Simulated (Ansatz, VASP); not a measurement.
## NaBe4: VASP beside Ansatz

```
CELL_PARAMETERS angstrom
2.42080 0.00000 0.00000
-1.21040 2.09647 0.00000
0.00000 0.00000 10.39394
ATOMIC_POSITIONS crystal
Na 0.00000 0.00000 0.00000
Be 0.33333 0.66667 0.75528
Be 0.33333 0.66667 0.41475
Be 0.66667 0.33333 0.24472
Be 0.66667 0.33333 0.58525
```

Change from the starting cell: species swapped into the Co4H type (P-3m1, No. 164).

Alike in both runs: functional PBE; k mesh 12 × 12 × 2; occupations gaussian, width 0.1 eV; no spin polarisation.

Ansatz relaxed the structure, and its values are those at the end. VASP's run is a single point on that final structure, the one shown.

|  | VASP | Ansatz |
| --- | --- | --- |
| version | VASP 6.6.1 | Ansatz 0.2.0 |
| potentials or method | VASP PAW PBE potentials, release 64 (Na_pv, Be), cutoff 520 eV | scalar-relativistic, plane waves, PAW |
| valence electrons in the cell | 15 | 17 |

|  | VASP | Ansatz | Ansatz less VASP |
| --- | --- | --- | --- |
| gap on the k mesh at the Fermi level (eV) | none | none | - |
| pressure (GPa) | -0.1 | -0.2 | -0.16 |
| rms of the force components (eV/Å) | 0.014 | 0.015 | +0.0004 |

A gap of «none» marks a metal or a gap that the smearing closes. With one functional, cell and mesh, what is left measures potentials, basis and numerics. VASP's potentials hold 15 valence electrons a cell and Ansatz's 17, so a difference there can come from the potentials and not from the codes.
